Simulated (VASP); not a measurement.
Wanted: the native input for a VASP 6.6.1 run.

```yaml
Task: single point
Functional: PBE
Potentials_or_basis: VASP PAW PBE potentials, release 64 (Si, N)
Cutoff: 520 eV
k_mesh: 6 × 6 × 1
Occupations: gaussian, width 0.1 eV
Spin: no spin polarisation
Dipole_correction: yes
Further_INCAR_settings: ALGO = Normal; EDIFF = 1e-06; NBANDS = 14
```

The structure of Si2N lies in POSCAR:

```
Si2N
1.0
    3.8933611122     -0.0000002597      0.0000000000
   -1.9466803312      3.3717497591      0.0000000000
    0.0000000000      0.0000000000     24.2066194000
Si N
2 1
Direct
    0.3333333333      0.6666666667      0.3196158548
    0.6666666667      0.3333333333      0.3196158548
    0.0000000000      0.0000000000      0.2944655769
```

The input as run:

INCAR

```
PREC     = Accurate       # precision mode
ENCUT    = 520            # plane-wave cutoff, eV
EDIFF    = 1E-6           # SCF threshold, eV
ISMEAR   = 0              # smearing method
SIGMA    = 0.1            # smearing width, eV
LREAL    = False          # projectors in reciprocal space
LASPH    = True           # aspherical terms in the spheres
NELM     = 80             # most SCF steps
ALGO     = Normal         # electronic algorithm
ISIF     = 2              # what is computed and relaxed
LWAVE    = False          # write WAVECAR
LCHARG   = False          # write CHGCAR
LDIPOL   = True         
IDIPOL   = 3            
DIPOL    = 0.5 0.5 0.311
GGA      = PE             # functional
NBANDS   = 14             # bands
```

KPOINTS

```
Automatic mesh
0
Gamma
  6 6 1
```

Potentials or basis: VASP PAW PBE potentials, release 64 (Si, N).

Run with:

```console
$ cat potpaw_PBE.64/Si/POTCAR potpaw_PBE.64/N/POTCAR > POTCAR
$ mpirun -np 1 vasp_std > vasp.out
```

Results of the run:

```yaml
Largest_force: 0.027 eV/Å
```

Wall time 2.2 min on 1 thread of Intel Xeon 8259CL (shared host), peak memory 0.39 GiB.
